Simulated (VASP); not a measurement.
Here is a VASP 6.6.1 calculation.

The input POSCAR:

```
NaH
1.0
    2.9602489229      0.0278577165      0.0278577165
    0.0278577165      2.9602489229      0.0278577165
    0.0278577165      0.0278577165      2.9602489229
Na H
1 1
Direct
    0.0000000000      0.0000000000      0.0000000000
    0.5000000000      0.5000000000      0.5000000000
```

File INCAR.step1:

```
SYSTEM = NaH
ALGO     = Normal         ! electronic algorithm
EDIFF    = 1E-4           ! SCF threshold, eV
ENCUT    = 520            ! plane-wave cutoff, eV
GGA      = PE             ! functional
ISMEAR   = 0              ! smearing method
LASPH    = .TRUE.         ! aspherical terms in the spheres
LCHARG   = .FALSE.        ! write CHGCAR
LREAL    = .FALSE.        ! projectors in reciprocal space
LWAVE    = .TRUE.         ! write WAVECAR
NBANDS   = 11             ! bands
NELM     = 60             ! most SCF steps
PREC     = Accurate       ! precision mode
SIGMA    = 0.01           ! smearing width, eV
```

Contents of INCAR.step2:

```
SYSTEM = NaH
ALGO     = Normal         ! electronic algorithm
EDIFF    = 1E-6           ! SCF threshold, eV
ENCUT    = 520            ! plane-wave cutoff, eV
ISIF     = 2              ! what is computed and relaxed
ISMEAR   = 0              ! smearing method
ISTART   = 1            
LASPH    = .TRUE.         ! aspherical terms in the spheres
LCHARG   = .TRUE.         ! write CHGCAR
LELF     = .TRUE.         ! ELF
LMIXTAU  = .TRUE.       
LREAL    = .FALSE.        ! projectors in reciprocal space
LVHAR    = .TRUE.       
LWAVE    = .FALSE.        ! write WAVECAR
METAGGA  = R2SCAN         ! meta-GGA
NBANDS   = 11             ! bands
NELM     = 60             ! most SCF steps
PREC     = Accurate       ! precision mode
SIGMA    = 0.01           ! smearing width, eV
```

The input KPOINTS:

```
k-points
0
G
  8 8 8
  0 0 0
```

Potentials or basis: VASP PAW PBE potentials, release 64 (Na_pv, H).

Launch:

```console
$ cat potpaw_PBE.64/Na_pv/POTCAR potpaw_PBE.64/H/POTCAR > POTCAR
$ cp INCAR.step1 INCAR
$ mpirun -np 1 vasp_std > vasp.out
$ cp INCAR.step2 INCAR
$ mpirun -np 1 vasp_std > vasp.out
```

(1) Estimate the pressure.

(2) What does it give for the band gap on the k mesh?

Answers

(1) -1.0 GPa.

(2) 1.61 eV, indirect (least direct gap 5.08 eV).

Caveat: the cell differs from its parent crystal (strain along [111] +2.9%); the PAW data sets were made with another functional, which shifts forces and pressure a little.
